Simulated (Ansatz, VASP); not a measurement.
## Two plane-wave programs on TiAl

```xyz
2
Lattice="3.0180 0.0000 0.0000 0.0000 3.0180 0.0000 0.0000 0.0000 3.0180" Properties=species:S:1:pos:R:3 pbc="T T T"
Ti    1.5090    1.5090    1.5090
Al    0.0000    0.0000    0.0000
```

Alike in both runs: task single point; functional PBE; k mesh 6 × 6 × 6; occupations gaussian, width 0.1 eV; no spin polarisation.

|  | VASP | Ansatz |
| --- | --- | --- |
| version | VASP 6.6.1 | Ansatz 0.2.0 |
| potentials or method | VASP PAW PBE potentials, release 64 (Ti_sv, Al), cutoff 500 eV | scalar-relativistic, plane waves, PAW |
| valence electrons in the cell | 15 | 15 |

VASP gave:

* gap on the k mesh at the Fermi level (eV): none
* pressure (GPa): 24.7

Question: Which values does Ansatz return?

Answer: gap on the k mesh at the Fermi level (eV): none; pressure (GPa): 24.9.

A gap of «none» marks a metal or a gap that the smearing closes.
